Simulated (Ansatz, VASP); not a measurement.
**CdTe: VASP beside Ansatz**

```xyz
2
Lattice="0.0000 3.1400 3.1400 3.1400 0.0000 3.1400 3.1400 3.1400 0.0000" Properties=species:S:1:pos:R:3 pbc="T T T"
Cd    0.0000    0.0000    0.0000
Te    1.5700    1.5700    1.5700
```

Alike in both runs: task electric field gradients; functional PBEsol; k mesh 12 × 12 × 12; occupations fermi-dirac, width 0.02 eV; no spin polarisation.

```csv
,VASP,Ansatz
version,VASP 6.6.1,Ansatz 0.2.0
potentials or method,"VASP PAW PBE potentials, release 64 (Cd, Te)","plane-wave PAW, scalar-relativistic"
plane-wave cutoff (eV),520,420
valence electrons in the cell,18,36
```

Ansatz gave:

| Property | Result |
| --- | --- |
| gap on the k mesh at the Fermi level (eV) | 0.94 |
| pressure (GPa) | 5.1 |

**Question.** What did VASP give for the same quantities?

**Answer.** gap on the k mesh at the Fermi level (eV): 0.95; pressure (GPa): 5.4.

VASP's potentials were made for PBE, not for PBEsol. VASP's potentials hold 18 valence electrons a cell and Ansatz's 36, so a difference there can come from the potentials and not from the codes.

Spin-orbit coupling is off throughout.
